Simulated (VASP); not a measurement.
## Lu: single point with PBE

The system is Lu.

```
Lu
1.0
     3.47365    0.00000    0.00000
    -1.73682    3.00827    0.00000
     0.00000    0.00000   11.13282
Lu
4
Direct
  0.00000 0.00000 0.00000
  0.00000 0.00000 0.50000
  0.33333 0.66667 0.25000
  0.66667 0.33333 0.75000
```

```
Program                : VASP 6.6.1
Task                   : single point
Functional             : PBE
Potentials or basis    : VASP PAW PBE potentials, release 64 (Lu)
Cutoff                 : 520 eV
k mesh                 : 10 × 10 × 3
Occupations            : fermi-dirac, width 0.1 eV
Spin                   : no spin polarisation
Dipole correction      : no
Further INCAR settings : ALGO = Normal; EDIFF = 1e-06; NBANDS = 58
```

```yaml
Pressure: 0.0 GPa
Band_gap_on_the_k_mesh: zero (bands 50 and 51 overlap by 1.39 eV)
```

Levels at points of the mesh, in eV from the Fermi level:
```
           k point  band 48  band 49  band 50  band 51  band 52  band 53
(0.00, 0.00, 0.00)    -2.50     0.47     1.03     1.08     2.03     2.03
(0.50, 0.00, 0.00)    -1.60    -0.59    -0.44    -0.36     0.29     1.02
```

Wall time 2.3 min on 1 thread of Intel(R) Xeon(R) 6975P-C (Granite Rapids), on a shared host, peak memory 0.32 GiB.

Caveat: spin-orbit coupling is left out, which moves the levels of the heavy elements.
